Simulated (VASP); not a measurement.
A run of VASP 6.6.1 is set up as follows.

INCAR

```
  ALGO = Normal
  EDIFF = 1E-6
  ENCUT = 500
  GGA = PE
  GGA_COMPAT = False
  ISIF = 2
  ISMEAR = 0
  LASPH = True
  LCHARG = False
  LREAL = False
  LWAVE = False
  NBANDS = 48
  NELM = 120
  PREC = Accurate
  SIGMA = 0.1
```

KPOINTS

```
k-points
0
Gamma
  18 18 4
```

The input POSCAR:

```
IrRh2
1.0
    2.7038981936      0.0000000000      0.0000000000
   -1.3519490968      2.3416445249      0.0000000000
    0.0000000000      0.0000000000     13.0936167933
Ir Rh
2 4
Direct
    0.3333333333      0.6666666667      0.2500000000
    0.6666666667      0.3333333333      0.7500000000
    0.3333333333      0.6666666667      0.9162217242
    0.3333333333      0.6666666667      0.5837782758
    0.6666666667      0.3333333333      0.0837782758
    0.6666666667      0.3333333333      0.4162217242
```

Potentials or basis: VASP PAW PBE potentials, release 64 (Ir, Rh_pv).

Command:

```sh
$ cat potpaw_PBE.64/Ir/POTCAR potpaw_PBE.64/Rh_pv/POTCAR > POTCAR
$ mpirun -np 1 vasp_std > vasp.out
```

**Question.** Predict the pressure.

**Answer.** 9.6 GPa.

**Question.** What does it give for the band gap on the k mesh?

**Answer.** Zero (bands 39 and 40 overlap by 2.33 eV).

**Question.** What does it give for the largest force?

**Answer.** 0.026 eV/Å.

Forces in eV/Å, atoms in the order of the input:
```
Ir   0.000  0.000  0.000
Ir   0.000  0.000  0.000
Rh   0.000  0.000  0.026
Rh   0.000  0.000 -0.026
Rh   0.000  0.000 -0.026
Rh   0.000  0.000  0.026
```

Caveat: the cell stands under pressure; spin-orbit coupling is left out, which moves the levels of the heavy elements.
